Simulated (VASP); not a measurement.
A run of VASP 6.6.1:

File INCAR:

```
SYSTEM = NiO
ALGO = Normal ; EDIFF = 1E-6
ENCUT = 520 ; GGA = PE
ISIF = 2 ; ISMEAR = 0
ISPIN = 2 ; LASPH = .True.
LCHARG = .True. ; LELF = .True.
LMAXMIX = 4 ; LORBIT = 11
LREAL = .False. ; LVHAR = .True.
LWAVE = .False. ; MAGMOM = 1.52 -1.52 0 0
NBANDS = 28 ; NELM = 150
PREC = Accurate ; SIGMA = 0.05
```

Contents of KPOINTS:

```
k-points
0
Gamma
  10 10 10
  0 0 0
```

POSCAR

```
NiO
1.0
   -2.0823767579     -2.0823767579      4.1830721375
   -4.1830721375     -2.0823767579      2.0823767579
   -2.0823767579     -4.1830721375      2.0823767579
Ni O
2 2
Direct
    0.0000000000      0.0000000000      0.0000000000
    0.5000000000      0.5000000000      0.5000000000
    1.2499992777     -0.7500007223     -0.7500007223
    1.7500007223     -0.2499992777     -0.2499992777
```

Potentials or basis: VASP PAW PBE potentials, release 64 (Ni, O).

Launch:

```console
$ cat potpaw_PBE.64/Ni/POTCAR potpaw_PBE.64/O/POTCAR > POTCAR
$ mpirun -np 1 vasp_std > vasp.out
```

Hardware: 1 thread of Oxide Virtual Turin-like Processor (shared host).

Estimate the wall time of this run.

Wall time 18 min on 1 thread of Oxide Virtual Turin-like Processor (shared host), peak memory 0.36 GiB. Counts: scf iterations 15, k points 116.
